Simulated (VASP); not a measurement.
SiSb, 2 atoms in the cell. Symmetry: F-43m, No. 216, cubic system. Conventional cell: a = 6.170 Å, b = 6.170 Å, c = 6.170 Å, α = 90.00°, β = 90.00°, γ = 90.00°. Si (site symmetry -43m) has 4 Sb at 2.67 Å within 3.5 Å. Sb (site symmetry -43m) has 4 Si at 2.67 Å within 3.5 Å. 

* Program: VASP 6.6.1
* Task: single point
* Functional: PBE
* Potentials or basis: VASP PAW PBE potentials, release 64 (Si, Sb)
* Cutoff: 500 eV
* k mesh: 5 × 5 × 5
* Occupations: methfessel-paxton, width 0.0527 eV
* Spin: no spin polarisation
* Dipole correction: no
* Further INCAR settings: ALGO = Normal; EDIFF = 1e-06; NBANDS = 12

Potentials or basis: VASP PAW PBE potentials, release 64 (Si, Sb).

The run is started by

```bash
$ cat potpaw_PBE.64/Si/POTCAR potpaw_PBE.64/Sb/POTCAR > POTCAR
$ mpirun -np 1 vasp_std > vasp.out
```

Hardware: 1 thread of AMD EPYC 7R43 64-Core Processor (Zen 3), on a shared host.

Estimate the wall time of this run.

Run time: 8.5 s on 1 thread of AMD EPYC 7R43 64-Core Processor (Zen 3) (shared host), peak memory 0.14 GiB. Counts: scf iterations 12, k points 10.
